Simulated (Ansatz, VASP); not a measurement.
## One calculation of C, two programs

```
CELL_PARAMETERS angstrom
2.52210 0.00000 0.00000
-1.26105 2.18420 0.00000
0.00000 0.00000 8.23710
ATOMIC_POSITIONS crystal
C 0.66667 0.33333 0.84375
C 0.33333 0.66667 0.34375
C 0.66667 0.33333 0.65625
C 0.33333 0.66667 0.15625
C 0.00000 0.00000 0.90625
C 0.00000 0.00000 0.40625
C 0.00000 0.00000 0.59375
C 0.00000 0.00000 0.09375
```

Alike in both runs: task relaxation of cell and atoms; functional PBE; dispersion D4; k mesh 12 × 12 × 4; occupations fermi-dirac, width 0.05 eV; no spin polarisation.

|  | VASP | Ansatz |
| --- | --- | --- |
| version | VASP 6.6.1 | Ansatz 0.2.0 |
| potentials or method | VASP PAW PBE potentials, release 64 (C) | Ansatz PAW |
| plane-wave cutoff (eV) | 600 | 420 |
| valence electrons in the cell | 32 | 32 |

|  | VASP | Ansatz | Ansatz less VASP |
| --- | --- | --- | --- |
| relaxed volume (Å³/atom) | 5.63 | 5.63 | 0.000 |
| relaxed cell length with the largest relative difference (Å) | 8.271 | 8.272 | +0.0010 |

Noted on Ansatz's run: Pulay correction over one GPa; the plane-wave basis is chosen anew once the cell has moved, so the energies of steps on either side of that aren't comparable.
